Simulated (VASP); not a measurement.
# SnS2 (P-3m1) in VASP: single point with HSE06

Aim: the single point of SnS2 with HSE06.

Program: VASP 6.6.1. These are calculated values, not measurements. Logs are shortened: lines on timing, memory, paths and dates and some standing lists are left out, and cuts for length are marked.

### Step 1. The cell of the first run

The structure is trigonal, space group P-3m1 (No. 164). Conventional cell: a = 3.661 Å, b = 3.661 Å, c = 5.962 Å, α = 90.00°, β = 90.00°, γ = 120.00°. Within 3.4 Å of Sn (site symmetry -3m) lie 6 S at 2.57 Å. S (site symmetry 3m) has 3 Sn at 2.57 Å within 3.4 Å.

### Step 2. Single point, HSE06

File POSCAR:

```
SnS2
1.0
    3.6607548100      0.0000000000      0.0000000000
   -1.8303774050      3.1703066624      0.0000000000
    0.0000000000      0.0000000000      5.9617808746
Sn S
1 2
Direct
    0.0000000000      0.0000000000      0.0000000000
    0.3333333333      0.6666666667      0.2455905346
    0.6666666667      0.3333333333      0.7544094654
```

File INCAR.step1:

```
SYSTEM = SnS2
PREC = Accurate
ENCUT = 400
EDIFF = 1E-5
ISMEAR = 0
SIGMA = 0.01
LREAL = .FALSE.
LASPH = .TRUE.
NELM = 120
ALGO = Normal
ISIF = 2
LWAVE = .TRUE.
NBANDS = 20
GGA = PE
GGA_COMPAT = .FALSE.
KPAR = 4
```

File INCAR.step2:

```
SYSTEM = SnS2
PREC = Accurate
ENCUT = 400
EDIFF = 1E-6
ISMEAR = 0
SIGMA = 0.01
LREAL = .FALSE.
LASPH = .TRUE.
NELM = 120
ALGO = Normal
ISIF = 2
LWAVE = .FALSE.
LCHARG = .TRUE.
GGA = PE
LHFCALC = .TRUE.
HFSCREEN = 0.2079
PRECFOCK = Normal
LVHAR = .TRUE.
NBANDS = 20
ISTART = 1
GGA_COMPAT = .FALSE.
KPAR = 4
```

File KPOINTS:

```
regular mesh
0
G
  6 6 4
  0 0 0
```

Potentials or basis: VASP PAW PBE potentials, release 64 (Sn_d, S).

Run with:

```bash
$ cat potpaw_PBE.64/Sn_d/POTCAR potpaw_PBE.64/S/POTCAR > POTCAR
$ cp INCAR.step1 INCAR
$ mpirun -np 4 vasp_std > vasp.out
$ cp INCAR.step2 INCAR
$ mpirun -np 4 vasp_std > vasp.out
```

OUTCAR:

```text
SYSTEM = SnS2
   PREC = Accurate
   ENCUT = 400
   EDIFF = 1E-6
   ISMEAR = 0
   LREAL = .FALSE.
   LASPH = .TRUE.
   NELM = 120
   ISIF = 2
   GGA = PE
   LHFCALC = .TRUE.
   HFSCREEN = 0.2079
   PRECFOCK = Normal
   ISTART = 1

 ion  position               nearest neighbor table
   1  0.000  0.000  0.000-   2 2.57   3 2.57   2 2.57   3 2.57   3 2.57   2 2.57
   2  0.333  0.667  0.246-   1 2.57   1 2.57   1 2.57
   3  0.667  0.333  0.754-   1 2.57   1 2.57   1 2.57

  LATTYP: Found a hexagonal cell.
 ALAT       =     3.6607548100
 C/A-ratio  =     1.6285660155

  Lattice vectors:

 A1 = (   3.6607548100,   0.0000000000,   0.0000000000)
 A2 = (  -1.8303774050,   3.1703066624,   0.0000000000)
 A3 = (   0.0000000000,   0.0000000000,   5.9617808746)

Analysis of symmetry for initial positions (statically):
=====================================================================
 Subroutine PRICEL returns:
 Original cell was already a primitive cell.

 Routine SETGRP: Setting up the symmetry group for a
 hexagonal supercell.

 Subroutine GETGRP returns: Found 12 space group operations
 (whereof 12 operations were pure point group operations)
 out of a pool of 24 trial point group operations.

The static configuration has the point symmetry D_3d.

Analysis of symmetry for dynamics (positions and initial velocities):
=====================================================================
 Subroutine PRICEL returns:
 Original cell was already a primitive cell.

 Routine SETGRP: Setting up the symmetry group for a
 hexagonal supercell.

 Subroutine GETGRP returns: Found 12 space group operations
 (whereof 12 operations were pure point group operations)
 out of a pool of 24 trial point group operations.

The dynamic configuration has the point symmetry D_3d.

 Subroutine INISYM returns: Found 12 space group operations
 (whereof 12 operations are pure point group operations),
 and found     1 'primitive' translations

----------------------------------------------------------------------------------------

                                     Primitive cell

  volume of cell :      69.1907

[... 88 lines left out ...]
   NELM   =    120;   NELMIN=  2; NELMDL=  0     # of ELM steps
   EDIFF  = 0.1E-05   stopping-criterion for ELM
   LREAL  =      F    real-space projection
   EDIFFG = 0.1E-04   stopping-criterion for IOM
   NSW    =      0    number of steps for IOM
   IBRION =     -1    ionic relax: 0-MD 1-quasi-New 2-CG
   NFREE  =      0    steps in history (QN), initial steepest desc. (CG)
   ISIF   =      2    stress and relaxation
   ISYM   =      3    0-nonsym 1-usesym 2-fastsym
   POTIM  = 0.5000    time-step for ionic-motion
   TEBEG  =    0.0;   TEEND  =   0.0 temperature during run
   PSTRESS=    0.0 pullay stress
   NELECT =      26.0000    total number of electrons
   NUPDOWN=      -1.0000    fix difference up-down
   EMIN   =  10.00;   EMAX   =-10.00  energy-range for DOS
   EFERMI =   0.00;   METHOD = LEGACY
   ISMEAR =     0;   SIGMA  =   0.01  broadening in eV -4-tet -1-fermi 0-gaus
   EFERMI_NEDOS =   21; number of points for ismear=-14 and -15
   IALGO  =     38    algorithm
   IMIX   =      1    mixing-type and parameters
     AMIX     =   0.40;   BMIX     =  1.00
     AMIX_MAG =   1.60;   BMIX_MAG =  1.00
  volume/ion in A,a.u.               =      23.06       155.64
  Fermi-wavevector in a.u.,A,eV,Ry     =   1.181363  2.232452 18.988538  1.395618
  Thomas-Fermi vector in A             =   2.317638
   LORBIT       =      0    0 simple, 1 ext, 2 COOP (PROOUT), +10 PAW based schemes
   GGA     = PE    functional components
   LHFCALC =     T    Hartree Fock is set to
   PRECFOCK=normal    Normal, Fast or Accurate (Low or Medium for compatibility)
   ENCUT4O =  -1.0   cutoff for four orbital integrals eV
   NKREDX  =     1    reduce k-point grid by
   NKREDY  =     1    reduce k-point grid by
   NKREDZ  =     1    reduce k-point grid by
   AEXX    =    0.2500 exact exchange contribution
   HFSCREEN=    0.2079 screening length (either q_TF or 0.3 A-1)
   HFSCREENC=   0.2079 screening length for correlation (either q_TF or 0.3 A-1)
   ENCUTFOCK=  -1.0 apply spherical cutoff to Coloumb kernel
   IVDW    =     0    specifies the selected vdW correction
   LEPSILON=     F    determine dielectric tensor
   LRPA    =     F    only Hartree local field effects (RPA)
 non-spin polarized calculation
 Gauss-broadening in eV      SIGMA  =   0.01
  energy-cutoff  :      400.00
  volume of cell :       69.19
 maximum number of plane-waves:      1272
  NGX = 18; NGY = 18; NGZ = 30

 number of electron      26.0000001 magnetization

 Free energy of the ion-electron system (eV)
  ---------------------------------------------------
  ext. energy  EPLUGINS =         0.00000000
  ---------------------------------------------------
  free energy    TOTEN  =       -16.19005628 eV

  energy without entropy =      -16.19005628  energy(sigma->0) =      -16.19005628

 E-fermi :   3.8967     XC(G=0):  -7.8964

 val. band max:        3.7671277976   @ k =   0.0000   0.0000   0.0000
 cond. band min:       6.1632418392   @ k =   0.5000  -0.0000   0.2500
 fundamental gap:      2.3961140416
 Fermi energy:         3.8967024131

 k-point     1 :       0.0000    0.0000    0.0000
  band No.  band energies     occupation
      1     -19.0278      2.00000
      2     -19.0278      2.00000
      3     -18.9665      2.00000
      4     -18.9406      2.00000
      5     -18.9406      2.00000
      6     -11.2526      2.00000
[... 541 lines left out ...]
     19      14.5623      0.00000
     20      14.6375      0.00000

------------------------ aborting loop because EDIFF is reached ----------------------------------------

  FORCE on cell =-STRESS in cart. coord.  units (eV):
  Direction    XX          YY          ZZ          XY          YZ          ZX
  --------------------------------------------------------------------------------------
  -------------------------------------------------------------------------------------
  Total       -0.1257163     -0.1257163     -0.0976494      0.0000000      0.0000000      0.0000000
  in kB       -2.9110817     -2.9110817     -2.2611639      0.0000000      0.0000000      0.0000000
  external PRESSURE =      -2.6944425 kB  Pullay stress =       0.0000000 kB

 VOLUME and BASIS-vectors are now :
 -----------------------------------------------------------------------------
  energy-cutoff  :      400.00
  volume of cell :       69.19
      direct lattice vectors                 reciprocal lattice vectors
     3.660754810  0.000000000  0.000000000     0.273167708  0.157713450  0.000000000
    -1.830377405  3.170306662  0.000000000     0.000000000  0.315426899  0.000000000
     0.000000000  0.000000000  5.961780875     0.000000000  0.000000000  0.167735115

 POSITION                                       TOTAL-FORCE (eV/Angst)
 -----------------------------------------------------------------------------------
      0.00000      0.00000      0.00000         0.000000      0.000000      0.000000
     -0.00000      2.11354      1.46416         0.000000      0.000000     -0.272444
      1.83038      1.05677      4.49762        -0.000000      0.000000      0.272444
 -----------------------------------------------------------------------------------
    total drift:                                0.000002     -0.000001     -0.000006

  FREE ENERGIE OF THE ION-ELECTRON SYSTEM (eV)
  ---------------------------------------------------
  free  energy   TOTEN  =       -16.1900562782 eV

  energy  without entropy=      -16.1900562782  energy(sigma->0) =      -16.19005628
```

OUTCAR.step1:

```text
SYSTEM = SnS2
   PREC = Accurate
   ENCUT = 400
   EDIFF = 1E-5
   ISMEAR = 0
   LREAL = .FALSE.
   LASPH = .TRUE.
   NELM = 120
[... 773 lines left out ...]
      0.00000      0.00000      0.00000        -0.000000      0.000000      0.000000
     -0.00000      2.11354      1.46416        -0.000000     -0.000000      0.210286
      1.83038      1.05677      4.49762         0.000000      0.000000     -0.210286
 -----------------------------------------------------------------------------------
    total drift:                               -0.000000     -0.000000      0.000000

  FREE ENERGIE OF THE ION-ELECTRON SYSTEM (eV)
  ---------------------------------------------------
  free  energy   TOTEN  =       -13.1642248549 eV

  energy  without entropy=      -13.1642248549  energy(sigma->0) =      -13.16422485
```

OSZICAR.step1:

```text
N       E                     dE             d eps       ncg     rms          rms(c)
DAV:   1     0.188065341689E+03    0.18807E+03   -0.10787E+04   996   0.129E+03
DAV:   2     0.721595553460E+01   -0.18085E+03   -0.17406E+03  1056   0.358E+02
DAV:   3    -0.129804101979E+02   -0.20196E+02   -0.19937E+02  1188   0.107E+02
DAV:   4    -0.136553363764E+02   -0.67493E+00   -0.67400E+00  1168   0.214E+01
DAV:   5    -0.136764815019E+02   -0.21145E-01   -0.21143E-01  1388   0.370E+00    0.869E+00
DAV:   6    -0.131895946657E+02    0.48689E+00   -0.97829E-01  1440   0.106E+01    0.627E+00
DAV:   7    -0.131645076315E+02    0.25087E-01   -0.29536E-01  1204   0.338E+00    0.208E+00
DAV:   8    -0.131637512670E+02    0.75636E-03   -0.28179E-02  1316   0.165E+00    0.639E-01
DAV:   9    -0.131641771140E+02   -0.42585E-03   -0.27739E-03  1176   0.395E-01    0.166E-01
DAV:  10    -0.131641709078E+02    0.62061E-05   -0.34371E-04  1272   0.127E-01    0.730E-02
DAV:  11    -0.131642249531E+02   -0.54045E-04   -0.76446E-05  1108   0.517E-02    0.227E-02
DAV:  12    -0.131642248549E+02    0.98215E-07   -0.30081E-06   720   0.124E-02
   1 F= -.13164225E+02 E0= -.13164225E+02  d E =-.427970E-80
```

Run time: 7.4 min. Hardware: 4 MPI ranks of Intel Xeon 6975P-C (Granite Rapids), shared host; peak memory 0.27 GiB.

Results:

```
Free energy            : -16.1901 eV
Pressure               : -0.3 GPa
Largest force          : 0.272 eV/Å
Band gap on the k mesh : 2.40 eV (least direct gap 2.76 eV)
```

Forces in eV/Å, atoms in the order of the input:
```
Sn   0.000  0.000  0.000
S    0.000  0.000 -0.272
S    0.000  0.000  0.272
```

Caveat: the PAW data sets were made with another functional, which shifts forces and pressure a little; spin-orbit coupling is left out, which moves the levels of the heavy elements; this functional lacks dispersion, which binds layers or chains, so the pressure and a relaxed spacing across them are unreliable. A k mesh can miss the band edges.
